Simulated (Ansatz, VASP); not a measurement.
**Si4O7: VASP beside Ansatz**

```
CELL_PARAMETERS angstrom
5.07998 0.00000 0.00000
0.00000 5.07998 0.00000
0.00000 0.00000 7.09148
ATOMIC_POSITIONS crystal
Si 0.29443 0.29443 0.00000
Si 0.20557 0.79443 0.25000
Si 0.70557 0.70557 0.50000
Si 0.79443 0.20557 0.75000
O 0.40537 0.74096 0.42483
O 0.75904 0.90537 0.67483
O 0.59463 0.25904 0.92483
O 0.74096 0.40537 0.57517
O 0.92303 0.83477 0.31726
O 0.25904 0.59463 0.07517
O 0.09463 0.24096 0.82517
```

Change from the starting cell: O vacancy; atom 9 moved 0.125 of the way to it and +0.225 Å across, host rigid.

Alike in both runs: task single point; functional PBE; k mesh 4 × 4 × 4; occupations gaussian, width 0.05 eV; no spin polarisation.

|  | VASP | Ansatz |
| --- | --- | --- |
| version | VASP 6.6.1 | Ansatz 0.2.0 |
| potentials or method | VASP PAW PBE potentials, release 64 (Si, O), cutoff 520 eV | scalar-relativistic, plane waves, PAW |
| valence electrons in the cell | 58 | 58 |

VASP gave:

```
gap on the k mesh at the Fermi level (eV)                     : 2.44
least direct gap on the mesh (eV)                             : 2.48
pressure (GPa)                                                : -0.5
traceless stress, the component that is largest in VASP (GPa) : 4.83
rms of the force components (eV/Å)                            : 1.685
```

Q: Which values does Ansatz return?

A: gap on the k mesh at the Fermi level (eV): 2.44; least direct gap on the mesh (eV): 2.49; pressure (GPa): -0.5; traceless stress, the component that is largest in VASP (GPa): 4.74; rms of the force components (eV/Å): 1.667.

Atom by atom the forces differ by 0.021 eV/Å (rms over components).
